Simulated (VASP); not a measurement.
Write the native input for VASP 6.6.1 that does the following.

```yaml
Task: single point
Functional: r2SCAN
Potentials_or_basis: VASP PAW PBE potentials, release 64 (Ir_sv_GW)
Cutoff: 620 eV
k_mesh: 14 × 14 × 14
Occupations: fermi-dirac, width 0.05 eV
Spin: collinear spin
Starting_moments: "[1.0] μB"
Dipole_correction: no
Further_INCAR_settings: ALGO = Normal; EDIFF = 1e-06; NBANDS = 18
```

The system is Ir.

```
Ir
1.0
     2.51833    0.00000    0.00000
     0.00000    2.51833    0.00000
     0.00000    0.00000    2.51833
Ir
1
Direct
  0.00000 0.00000 0.00000
```

This isn't the form of Ir at room conditions, which is fcc.

The input as run:

POSCAR

```
Ir
1.0
    2.5183301941      0.0000000000      0.0000000000
    0.0000000000      2.5183301941      0.0000000000
    0.0000000000      0.0000000000      2.5183301941
Ir
1
Direct
    0.0000000000      0.0000000000      0.0000000000
```

INCAR.step1

```
  PREC = Accurate
  ENCUT = 620
  ISMEAR = -1
  SIGMA = 0.05
  LREAL = False
  LASPH = True
  NELM = 200
  ISPIN = 2
  MAGMOM = 1
  LMAXMIX = 4
  NBANDS = 18
  GGA = PE
  ALGO = Normal
  EDIFF = 1E-5
  LWAVE = True
  LCHARG = False
  GGA_COMPAT = False
```

INCAR.step2

```
  PREC = Accurate
  ENCUT = 620
  EDIFF = 1E-6
  ISMEAR = -1
  SIGMA = 0.05
  LREAL = False
  LASPH = True
  NELM = 200
  ALGO = Normal
  ISIF = 2
  LWAVE = False
  LCHARG = True
  ISPIN = 2
  MAGMOM = 1
  LORBIT = 11
  LMAXMIX = 4
  METAGGA = R2SCAN
  LMIXTAU = True
  LELF = True
  LVHAR = True
  NBANDS = 18
  ISTART = 1
  GGA_COMPAT = False
```

KPOINTS

```
regular mesh
0
Gamma
  14 14 14
```

Potentials or basis: VASP PAW PBE potentials, release 64 (Ir_sv_GW).

Launch:

```bash
$ cat potpaw_PBE.64/Ir_sv_GW/POTCAR > POTCAR
$ cp INCAR.step1 INCAR
$ mpirun -np 1 vasp_std > vasp.out
$ cp INCAR.step2 INCAR
$ mpirun -np 1 vasp_std > vasp.out
```

It gave:

The pressure is 10.6 GPa, the net moment is 0.00 μB per cell and the valence electrons inside the program's atomic spheres are Ir 16.60.

Caveat: the cell stands under pressure; the PAW data sets were made with another functional, which shifts forces and pressure a little.

It took 2.1 min on 1 thread of Intel(R) Xeon(R) Platinum 8488C (Sapphire Rapids), on a shared host, peak memory 0.2 GiB.
